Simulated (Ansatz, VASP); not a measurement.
# Ag: VASP beside Ansatz

The input INCAR:

```
PREC = Accurate
ENCUT = 520
EDIFF = 1E-6
ISMEAR = -1
SIGMA = 0.05
LREAL = F
LASPH = T
NELM = 100
ALGO = Fast
ISIF = 2
LWAVE = F
LCHARG = F
GGA = CA
NBANDS = 12
```

KPOINTS

```
Automatic mesh
0
Gamma
  11 11 11
```

File POSCAR:

```
Ag
1.0
    0.0000000000      2.0562785400      2.0562785400
    2.0562785400      0.0000000000      2.0562785400
    2.0562785400      2.0562785400      0.0000000000
Ag
1
Direct
    0.0000000000      0.0000000000      0.0000000000
```

input.yaml

```yaml
crystal:
  lattice:
    - [0.0, 2.05627854, 2.05627854]
    - [2.05627854, 0.0, 2.05627854]
    - [2.05627854, 2.05627854, 0.0]
  atoms:
    - { symbol: Ag, position: [0.0, 0.0, 0.0] }
hamiltonian:
  xc: lda
  pseudopotentials: { kind: paw }
kpoints:
  mp_grid: { grid: [11, 11, 11] }
scf:
  occupations: { method: fermi_dirac, width: 0.05 }
output:
  forces: true
  stress: true
  eigenvalues: true
  write_density: true
  write_potential: true
  elf: true
  volumetric_format: npy
```

Alike in both runs: task single point; functional LDA; k mesh 11 × 11 × 11; occupations fermi-dirac, width 0.05 eV; no spin polarisation.

|  | VASP | Ansatz |
| --- | --- | --- |
| version | VASP 6.6.1 | Ansatz 0.2.0 |
| potentials or method | VASP PAW LDA potentials, release 64 (Ag) | Ansatz PAW |
| plane-wave cutoff (eV) | 520 | 420 |
| valence electrons in the cell | 11 | 19 |

```csv
,VASP,Ansatz,Ansatz less VASP
gap on the k mesh at the Fermi level (eV),none,none,-
pressure (GPa),-9.1,-9.3,-0.28
```

LDA's correlation is that of Perdew and Zunger in VASP and of Perdew and Wang (1992) in Ansatz. A gap of «none» marks a metal or a gap that the smearing closes. VASP's potentials hold 11 valence electrons a cell and Ansatz's 19, so a difference there can come from the potentials and not from the codes.
